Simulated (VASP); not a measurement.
A run of VASP 6.6.1 is set up as follows.

INCAR

```
SYSTEM = SiN
  PREC = Accurate
  ENCUT = 600
  EDIFF = 1E-7
  ISMEAR = 0
  SIGMA = 0.1
  LREAL = .False.
  LASPH = .True.
  NELM = 100
  ALGO = Normal
  ISIF = 3
  LWAVE = .False.
  LCHARG = .False.
  GGA = PE
  IBRION = 2
  NSW = 90
  EDIFFG = -0.04
```

KPOINTS

```
regular mesh
0
Gamma
  6 6 4
  0 0 0
```

The input POSCAR:

```
SiN
1.0
    3.3075065491      0.0000000000      0.0000000000
    0.0000000000      3.3075065491      0.0000000000
    0.0000000000      0.0000000000      4.1793221340
Si N
2 2
Direct
    0.0000000000      0.5000000000      0.2351000000
    0.5000000000      0.0000000000      0.7649000000
    0.0000000000      0.0000000000      0.0000000000
    0.5000000000      0.5000000000      0.0000000000
```

Potentials or basis: VASP PAW PBE potentials, release 64 (Si, N).

Command:

```bash
$ cat potpaw_PBE.64/Si/POTCAR potpaw_PBE.64/N/POTCAR > POTCAR
$ mpirun -np 1 vasp_std > vasp.out
```

Q: What does it give for the space group after relaxing (to 0.1 Å)?

A: P4/nmm (No. 129).

Q: Predict the band gap on the k mesh.

A: Zero (bands 9 and 10 overlap by 2.30 eV).

Q: Estimate the relaxed volume.

A: 12.47 Å³/atom.

Q: What does it give for the relaxed cell?

A: a = 3.504 Å, b = 3.504 Å, c = 4.061 Å, α = 90.00°, β = 90.00°, γ = 90.00°.

Stress tensor (GPa, compression positive):
```
0.49 0.00 0.00
0.00 0.49 0.00
0.00 0.00 0.22
```

Caveat: the k points lie up to 0.39 Å⁻¹ apart in the final cell, too coarse for converged energies and pressures of a metal.
